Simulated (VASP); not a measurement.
Runs of VASP 6.6.1 on Rh. The structure is that of space group Im-3m (No. 229), or close to it. The cells are those of the table. This isn't the form of Rh at room conditions, which is fcc.

```tsv
cell	gap on the mesh (eV)	pressure (GPa)	moment (μB)
a = 2.717 Å, angles 109.5°, 1 atom	none	-13.0	(a)
a = 2.613 Å, angles 109.5°, 1 atom	none	11.2	0.76
a = 2.751 Å, angles 109.5°, 1 atom	none	-16.0	(c)
a = 2.649 Å, angles 109.5°, 1 atom	none	(b)	0.87
```

Alike in all rows: task single point; level r2SCAN; potentials or basis VASP PAW PBE potentials, release 64 (Rh_pv); spin collinear, ferromagnetic start; k mesh 24 × 24 × 24; cutoff (eV) 520; smearing fermi-dirac 0.05 eV.

Problem. Fill in the values left out.

Solution. (a) 1.15; (b) 0.7; (c) 1.40.

Caveats: the PAW data sets were made with another functional, which shifts forces and pressure a little; the cell stands under tension (at least some runs); the cell stands under pressure (at least some runs).

A k mesh can miss the band edges, and the runs leave out spin-orbit coupling on Rh.

A gap of «none» marks levels without a gap at the run's occupations.
